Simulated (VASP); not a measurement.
AlP: single point with PBEsol

The system is AlP.

```
Al P
1.0
     0.00000    2.73648    2.73648
     2.73648    0.00000    2.73648
     2.73648    2.73648    0.00000
Al P
1 1
Cartesian
  0.0000 0.0000 0.0000
  4.1047 4.1047 4.1047
```

```json
{"Program": "VASP 6.6.1", "Task": "single point", "Functional": "PBEsol", "Potentials or basis": "VASP PAW PBE potentials, release 64 (Al, P)", "Cutoff": "500 eV", "k mesh": "6 × 6 × 6", "Occupations": "gaussian, width 0.1 eV", "Spin": "no spin polarisation", "Dipole correction": "no", "Further INCAR settings": "ALGO = Normal; EDIFF = 1e-06; NBANDS = 11"}
```

```yaml
Pressure: 0.0 GPa
Band_gap_on_the_k_mesh: 1.45 eV, indirect (least direct gap 3.14 eV)
```

Levels at points of the mesh, in eV from the valence-band top:
```tsv
k point	band 2	band 3	band 4	band 5	band 6	band 7
(0.00, 0.00, 0.00)	0.00	0.00	0.00	3.14	4.50	4.50
(0.50, 0.00, 0.00)	-5.55	-0.76	-0.76	2.70	4.74	4.74
(0.50, 0.50, 0.00)	-5.32	-2.11	-2.11	1.45	2.37	10.93
```

It used 5.4 s of CPU time on 1 thread of Intel Xeon 6975P-C, with other jobs on the host.

Caveat: the PAW data sets were made with another functional, which shifts forces and pressure a little. A k mesh can miss the band edges.
